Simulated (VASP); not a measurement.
Na: single point with PBE

Crystal: Na.

```
CELL_PARAMETERS angstrom
3.79480 0.00000 0.00000
-1.89740 3.28640 0.00000
0.00000 0.00000 6.10304
ATOMIC_POSITIONS crystal
Na 0.27104 0.66667 0.25000
Na 0.72896 0.33333 0.75000
```

- Program: VASP 6.6.1
- Task: single point
- Functional: PBE
- Potentials or basis: VASP PAW PBE potentials, release 64 (Na_pv)
- Cutoff: 520 eV
- k mesh: 15 × 15 × 8
- Occupations: gaussian, width 0.15 eV
- Spin: no spin polarisation

```
Pressure               : -0.2 GPa
Largest force          : 0.062 eV/Å
Band gap on the k mesh : zero (band 7 reaches 2.28 eV, above the bottom of band 8 at -1.94 eV)
```

Forces in eV/Å, atoms in the order of the input:
```
Na   0.056  0.025  0.000
Na  -0.056 -0.025  0.000
```

Stress tensor (GPa, compression positive):
```
-0.31  0.33  0.00
 0.33 -0.23  0.00
 0.00  0.00  0.05
```

Levels at points of the mesh, in eV from the Fermi level:
```csv
k point,band 5,band 6,band 7,band 8,band 9,band 10
"(0.00, 0.00, 0.00)",-24.94,-24.94,-3.23,0.61,1.02,9.66
"(0.00, 0.00, 0.50)",-24.94,-24.94,-2.20,-2.20,5.59,5.59
```

Run time: 110 s on 1 thread of Intel(R) Xeon(R) 6975P-C (Granite Rapids), on a shared host, peak memory 0.51 GiB.
